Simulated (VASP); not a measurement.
Crystal: Sb.

```
Sb
1.0
     2.15420    1.24373    3.75800
    -2.15420    1.24373    3.75800
     0.00000   -2.48746    3.75800
Sb
2
Direct
  0.76651 0.76651 0.76651
  0.23349 0.23349 0.23349
```

```yaml
Program: VASP 6.6.1
Task: relaxation of cell and atoms
Functional: RPBE
Potentials_or_basis: VASP PAW PBE potentials, release 64 (Sb)
Cutoff: 600 eV
k_mesh: 8 × 8 × 8
Occupations: fermi-dirac, width 0.05 eV
Spin: no spin polarisation
```

At the start: pressure 4.1 GPa; volume 30.21 Å³/atom.

Problem. Where does the relaxation end?

Solution. Over 11 steps the energy falls by 30.4 meV/atom and the volume is 33.28 Å³/atom (+10.2 %); space group R-3m (No. 166, to 0.05 Å).

Step by step:
| step | energy change (eV) | largest force (eV/Å) | pressure (GPa) | volume (Å³) |
| --- | --- | --- | --- | --- |
| 1 | 0.0000 | 0.2272 | 4.06 | 60.41 |
| 2 | -0.0344 | 0.3831 | -1.77 | 67.36 |
| 3 | -0.0519 | 0.1798 | 0.10 | 64.64 |
| 4 | -0.0546 | 0.1339 | 0.08 | 64.93 |
| 5 | -0.0584 | 0.0029 | 0.05 | 65.70 |
| 6 | -0.0585 | 0.0287 | 0.05 | 65.88 |
| 7 | -0.0599 | 0.0126 | -0.02 | 66.20 |
| 8 | -0.0604 | 0.0304 | -0.17 | 66.96 |
| 9 | -0.0607 | 0.0145 | -0.12 | 66.71 |
| 10 | -0.0605 | 0.0322 | 0.23 | 66.31 |
| 11 | -0.0607 | 0.0018 | 0.00 | 66.57 |

Final structure:
```yaml
crystal:
  lattice:
    - [2.20017, 1.27027, 3.96963]
    - [-2.20017, 1.27027, 3.96963]
    - [0.00000, -2.54054, 3.96963]
  atoms:
    - { symbol: Sb, position: [0.76936, 0.76936, 0.76936] }
    - { symbol: Sb, position: [0.23064, 0.23064, 0.23064] }
```

Caveat: the PAW data sets were made with another functional, which shifts forces and pressure a little; the volume moved by +10 % from the deposited cell, more than functionals usually miss.
